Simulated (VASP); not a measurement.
A run of VASP 6.6.1 is set up as follows.

File INCAR:

```
SYSTEM = CdF2
PREC = Accurate ; ENCUT = 700
EDIFF = 1E-6 ; ISMEAR = -1
SIGMA = 0.05 ; LREAL = .FALSE.
LASPH = .TRUE. ; NELM = 120
ALGO = Normal ; ISIF = 2
LWAVE = .FALSE. ; LCHARG = .FALSE.
GGA = PE ; NBANDS = 24
GGA_COMPAT = .FALSE.
```

Contents of KPOINTS:

```
regular mesh
0
G
  9 9 9
  0 0 0
```

POSCAR

```
CdF2
1.0
    0.0000000000      2.6075596147      2.6075596147
    2.6075596147      0.0000000000      2.6075596147
    2.6075596147      2.6075596147      0.0000000000
Cd F
1 2
Direct
    0.0000000000      0.0000000000      0.0000000000
    0.7500000000      0.7500000000      0.7500000000
    0.2500000000      0.2500000000      0.2500000000
```

Potentials or basis: VASP PAW PBE potentials, release 64 (Cd_sv_GW, F).

The run is started by

```console
$ cat potpaw_PBE.64/Cd_sv_GW/POTCAR potpaw_PBE.64/F/POTCAR > POTCAR
$ mpirun -np 1 vasp_std > vasp.out
```

Question: What does it give for the pressure?

Answer: 19.6 GPa.

Question: Estimate the band gap on the k mesh.

Answer: 3.48 eV (least direct gap 3.81 eV).

Caveat: the cell stands under pressure; an odd mesh through Γ misses points on the zone boundary, where band edges can lie. A hybrid or GW would open this gap; PBE tends to underestimate it.
